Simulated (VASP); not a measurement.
# Y (Fm-3m) in VASP: further runs, part 2 of 2

VASP 6.6.1. Earlier steps stand in the parts before.

## 3. Single point, PBEsol

This run uses another cell than the first one, of 30.82 Å³/atom, 1.004 times its volume.

INCAR reads:

```
PREC = Accurate ; ENCUT = 520
EDIFF = 1E-6 ; ISMEAR = 0
SIGMA = 0.1 ; LREAL = False
LASPH = True ; NELM = 80
ALGO = Normal ; ISIF = 2
LWAVE = False ; LCHARG = False
GGA = PS ; NBANDS = 12
```

KPOINTS reads:

```
regular mesh
0
Gamma
  14 14 14
```

POSCAR reads:

```
Y
1.0
    0.0000000000      2.4884723557      2.4884723557
    2.4884723557      0.0000000000      2.4884723557
    2.4884723557      2.4884723557      0.0000000000
Y
1
Direct
    0.0000000000      0.0000000000      0.0000000000
```

Potentials or basis: VASP PAW PBE potentials, release 64 (Y_sv).

On the command line:

```console
$ cat potpaw_PBE.64/Y_sv/POTCAR > POTCAR
$ mpirun -np 1 vasp_std > vasp.out
```

OUTCAR:

```text
PREC = Accurate
   ENCUT = 520
   EDIFF = 1E-6
   ISMEAR = 0
   LREAL = False
   LASPH = True
   NELM = 80
   ISIF = 2
   GGA = PS

 ion  position               nearest neighbor table
   1  0.000  0.000  0.000-

  LATTYP: Found a face centered cubic cell.
 ALAT       =     4.9769447114

  Lattice vectors:

 A1 = (   0.0000000000,   2.4884723557,   2.4884723557)
 A2 = (   2.4884723557,   0.0000000000,   2.4884723557)
 A3 = (   2.4884723557,   2.4884723557,   0.0000000000)

Analysis of symmetry for initial positions (statically):
=====================================================================
 Subroutine PRICEL returns:
 Original cell was already a primitive cell.

 Routine SETGRP: Setting up the symmetry group for a
 face centered cubic supercell.

 Subroutine GETGRP returns: Found 48 space group operations
 (whereof 48 operations were pure point group operations)
 out of a pool of 48 trial point group operations.

The static configuration has the point symmetry O_h .

Analysis of symmetry for dynamics (positions and initial velocities):
=====================================================================
 Subroutine PRICEL returns:
 Original cell was already a primitive cell.

 Routine SETGRP: Setting up the symmetry group for a
 face centered cubic supercell.

 Subroutine GETGRP returns: Found 48 space group operations
 (whereof 48 operations were pure point group operations)
 out of a pool of 48 trial point group operations.

The dynamic configuration has the point symmetry O_h .

 Subroutine INISYM returns: Found 48 space group operations
 (whereof 48 operations are pure point group operations),
 and found     1 'primitive' translations

----------------------------------------------------------------------------------------

                                     Primitive cell

  volume of cell :      30.8197

  direct lattice vectors                    reciprocal lattice vectors
     0.000000000  2.488472356  2.488472356    -0.200926484  0.200926484  0.200926484
     2.488472356  0.000000000  2.488472356     0.200926484 -0.200926484  0.200926484
     2.488472356  2.488472356  0.000000000     0.200926484  0.200926484 -0.200926484

  length of vectors
     3.519231355  3.519231355  3.519231355     0.348014878  0.348014878  0.348014878

  position of ions in fractional coordinates (direct lattice)
     0.000000000  0.000000000  0.000000000

  ion indices of the primitive-cell ions
   primitive index   ion index
                 1           1

----------------------------------------------------------------------------------------

 KPOINTS: regular mesh

Automatic generation of k-mesh.
 Grid dimensions read from file:
 generate k-points for:   14   14   14

 Generating k-lattice:

  Cartesian coordinates                     Fractional coordinates (reciprocal lattice)
    -0.014351892  0.014351892  0.014351892     0.071428571  0.000000000  0.000000000
     0.014351892 -0.014351892  0.014351892     0.000000000  0.071428571  0.000000000
     0.014351892  0.014351892 -0.014351892     0.000000000  0.000000000  0.071428571

  Length of vectors
     0.024858206  0.024858206  0.024858206

  Shift w.r.t. Gamma in fractional coordinates (k-lattice)
     0.000000000  0.000000000  0.000000000

 Subroutine IBZKPT returns following result:
 ===========================================

 Found    104 irreducible k-points:

 Following reciprocal coordinates:
            Coordinates               Weight
  0.000000  0.000000  0.000000      1.000000
  0.071429  0.000000  0.000000      8.000000
  0.142857  0.000000  0.000000      8.000000
  0.214286  0.000000  0.000000      8.000000
  0.285714  0.000000  0.000000      8.000000
  0.357143  0.000000  0.000000      8.000000
[... 16 lines left out ...]
  0.214286  0.142857  0.000000     24.000000
  0.285714  0.142857  0.000000     24.000000
 [... further k-points ...]
   k-points           NKPTS =    104   k-points in BZ     NKDIM =    104   number of bands    NBANDS=     12
   number of dos      NEDOS =    301   number of ions     NIONS =      1
   total plane-waves  NPLWV =  21952
   dimension x,y,z NGX =    28 NGY =   28 NGZ =   28
   dimension x,y,z NGXF=    56 NGYF=   56 NGZF=   56
   ions per type =               1
   NGX,Y,Z   is equivalent  to a cutoff of  13.23, 13.23, 13.23 a.u.
   NGXF,Y,Z  is equivalent  to a cutoff of  26.45, 26.45, 26.45 a.u.
 SYSTEM =  unknown system
   PREC   = accura    normal or accurate (medium, high low for compatibility)
   ISTART =      0    job   : 0-new  1-cont  2-samecut
   ICHARG =      2    charge: 1-file 2-atom 10-const
   ISPIN  =      1    spin polarized calculation?
   LNONCOLLINEAR =      F non collinear calculations
   LSORBIT =      F    spin-orbit coupling
   LASPH  =      T    aspherical Exc in radial PAW
   ENCUT  =  520.0 eV  38.22 Ry    6.18 a.u.   6.54  6.54  6.54*2*pi/ulx,y,z
   NELM   =     80;   NELMIN=  2; NELMDL= -5     # of ELM steps
   EDIFF  = 0.1E-05   stopping-criterion for ELM
   LREAL  =      F    real-space projection
   EDIFFG = 0.1E-04   stopping-criterion for IOM
   NSW    =      0    number of steps for IOM
   IBRION =     -1    ionic relax: 0-MD 1-quasi-New 2-CG
   NFREE  =      0    steps in history (QN), initial steepest desc. (CG)
   ISIF   =      2    stress and relaxation
   ISYM   =      2    0-nonsym 1-usesym 2-fastsym
   POTIM  = 0.5000    time-step for ionic-motion
   TEBEG  =    0.0;   TEEND  =   0.0 temperature during run
   PSTRESS=    0.0 pullay stress
   NELECT =      11.0000    total number of electrons
   NUPDOWN=      -1.0000    fix difference up-down
   EMIN   =  10.00;   EMAX   =-10.00  energy-range for DOS
   EFERMI =   0.00;   METHOD = LEGACY
   ISMEAR =     0;   SIGMA  =   0.10  broadening in eV -4-tet -1-fermi 0-gaus
   EFERMI_NEDOS =   21; number of points for ismear=-14 and -15
   IALGO  =     38    algorithm
   IMIX   =      4    mixing-type and parameters
     AMIX     =   0.40;   BMIX     =  1.00
     AMIX_MAG =   1.60;   BMIX_MAG =  1.00
  volume/ion in A,a.u.               =      30.82       207.98
  Fermi-wavevector in a.u.,A,eV,Ry     =   1.161260  2.194464 18.347803  1.348525
  Thomas-Fermi vector in A             =   2.297834
   LORBIT       =      0    0 simple, 1 ext, 2 COOP (PROOUT), +10 PAW based schemes
   GGA     = PS    functional components
   LHFCALC =     F    Hartree Fock is set to
   AEXX    =    0.0000 exact exchange contribution
   IVDW    =     0    specifies the selected vdW correction
   LEPSILON=     F    determine dielectric tensor
   LRPA    =     F    only Hartree local field effects (RPA)
 non-spin polarized calculation
 Gauss-broadening in eV      SIGMA  =   0.10
  energy-cutoff  :      520.00
  volume of cell :       30.82
 maximum number of plane-waves:       869
 NGX is ok and might be reduce to    28
   NGX = 13   NGY = 13   NGZ = 13

 number of electron      10.9999999 magnetization

 Free energy of the ion-electron system (eV)
  ---------------------------------------------------
  ext. energy  EPLUGINS =         0.00000000
  ---------------------------------------------------
  free energy    TOTEN  =        -6.80526021 eV

  energy without entropy =       -6.79702033  energy(sigma->0) =       -6.80114027

 E-fermi :   3.2587     XC(G=0):  -9.7828

 val. band max:        3.2534957903   @ k =  -0.3571   0.4286   0.2143
 cond. band min:       3.2602332732   @ k =  -0.2857   0.2857   0.0714
 fundamental gap:      0.0067374829
 Fermi energy:         3.2586801912

 k-point     1 :       0.0000    0.0000    0.0000
  band No.  band energies     occupation
      1     -39.2104      2.00000
      2     -18.8817      2.00000
      3     -18.8817      2.00000
      4     -18.8817      2.00000
      5      -1.6050      2.00000
      6       5.0816      0.00000
      7       5.0816      0.00000
      8       5.0816      0.00000
      9       7.2316      0.00000
     10       7.2316      0.00000
     11      12.3879      0.00000
     12      15.8008      0.00000

 k-point     2 :       0.0714    0.0000    0.0000
  band No.  band energies     occupation
      1     -39.2063      2.00000
      2     -18.9179      2.00000
      3     -18.8862      2.00000
      4     -18.8862      2.00000
      5      -1.4690      2.00000
      6       4.9281      0.00000
      7       5.1459      0.00000
      8       5.1459      0.00000
      9       7.1570      0.00000
     10       7.1570      0.00000
     11      12.7020      0.00000
     12      15.1953      0.00000
[... 316 lines left out ...]
 k-point    24 :       0.2857    0.1429    0.0000
  band No.  band energies     occupation
      1     -39.1609      2.00000
      2     -19.2307      2.00000
      3     -18.9739      2.00000
      4     -18.9671      2.00000
      5       0.1240      2.00000
      6       3.6751      0.00000
      7       5.0811      0.00000
      8       5.7623      0.00000
      9       6.6002      0.00000
     10       7.8724      0.00000
     11      13.6723      0.00000
     12      15.5885      0.00000

 [... further k-points ...]
[... 5 lines left out ...]
  --------------------------------------------------------------------------------------
  -------------------------------------------------------------------------------------
  Total       -0.0267017     -0.0267017     -0.0267017      0.0000000      0.0000000      0.0000000
  in kB       -1.3881026     -1.3881026     -1.3881026      0.0000000      0.0000000      0.0000000
  external PRESSURE =      -1.3881026 kB  Pullay stress =       0.0000000 kB

 VOLUME and BASIS-vectors are now :
 -----------------------------------------------------------------------------
  energy-cutoff  :      520.00
  volume of cell :       30.82
      direct lattice vectors                 reciprocal lattice vectors
     0.000000000  2.488472356  2.488472356    -0.200926484  0.200926484  0.200926484
     2.488472356  0.000000000  2.488472356     0.200926484 -0.200926484  0.200926484
     2.488472356  2.488472356  0.000000000     0.200926484  0.200926484 -0.200926484

 POSITION                                       TOTAL-FORCE (eV/Angst)
 -----------------------------------------------------------------------------------
      0.00000      0.00000      0.00000         0.000000      0.000000      0.000000
 -----------------------------------------------------------------------------------
    total drift:                               -0.000000     -0.000000     -0.000000

  FREE ENERGIE OF THE ION-ELECTRON SYSTEM (eV)
  ---------------------------------------------------
  free  energy   TOTEN  =        -6.8052602081 eV

  energy  without entropy=       -6.7970203276  energy(sigma->0) =       -6.80114027
```

Wall time 23 s (1 thread of Intel Xeon Platinum 8559C (Emerald Rapids), shared host); peak memory 0.19 GiB.

Results:

- Free energy: -6.8053 eV
- Pressure: -0.1 GPa

Caveat: the PAW data sets were made with another functional, which shifts forces and pressure a little.

## 4. Relaxation of cell and atoms, PBEsol

INCAR reads:

```
PREC = Accurate
ENCUT = 600
EDIFF = 1E-7
ISMEAR = 0
SIGMA = 0.1
LREAL = False
LASPH = True
NELM = 60
ALGO = Normal
ISIF = 3
LWAVE = False
LCHARG = False
GGA = PS
IBRION = 2
NSW = 100
EDIFFG = -0.005
```

KPOINTS reads:

```
Automatic mesh
0
Gamma
  14 14 14
```

POSCAR reads:

```
Y
1.0
    0.0000000000      2.4850000000      2.4850000000
    2.4850000000      0.0000000000      2.4850000000
    2.4850000000      2.4850000000      0.0000000000
Y
1
Direct
    0.0000000000      0.0000000000      0.0000000000
```

On the command line:

```console
$ cat potpaw_PBE.64/Y_sv/POTCAR > POTCAR
$ mpirun -np 1 vasp_std > vasp.out
```

Run time: 31 s. Hardware: 1 thread of Intel Xeon Platinum 8559C (Emerald Rapids), shared host; peak memory 0.2 GiB.

Results (log left out):

| Property | Result |
| --- | --- |
| Free energy | -6.8054 eV |
| Relaxed volume | 30.74 Å³/atom |
| Relaxed cell | a = 3.516 Å, b = 3.516 Å, c = 3.516 Å, α = 60.00°, β = 60.00°, γ = 60.00° |
| Space group after relaxing (to 0.05 Å) | Fm-3m (No. 225) |
| Energy gained by relaxing | 0.0 meV/atom |
| Ionic steps | 2 |
| Pressure after relaxing | 0.0 GPa |

Final structure:
```yaml
crystal:
  lattice:
    - [0.00000, 2.48623, 2.48623]
    - [2.48623, 0.00000, 2.48623]
    - [2.48623, 2.48623, 0.00000]
  atoms:
    - { symbol: Y, position: [0.00000, 0.00000, 0.00000] }
```

Levels at points of the mesh, in eV from the Fermi level:
```tsv
k point	band 1	band 2	band 3	band 4	band 5	band 6	band 7	band 8	band 9
(0.00, 0.00, 0.00)	-42.46	-22.13	-22.13	-22.13	-4.87	1.83	1.83	1.83	3.98
(0.50, 0.00, 0.00)	-42.38	-22.82	-22.22	-22.22	-2.08	0.79	1.64	1.64	5.56
(0.50, 0.50, 0.00)	-42.35	-22.78	-22.38	-22.38	-1.90	-1.00	2.33	5.57	6.02
```

Caveat: the PAW data sets were made with another functional, which shifts forces and pressure a little.
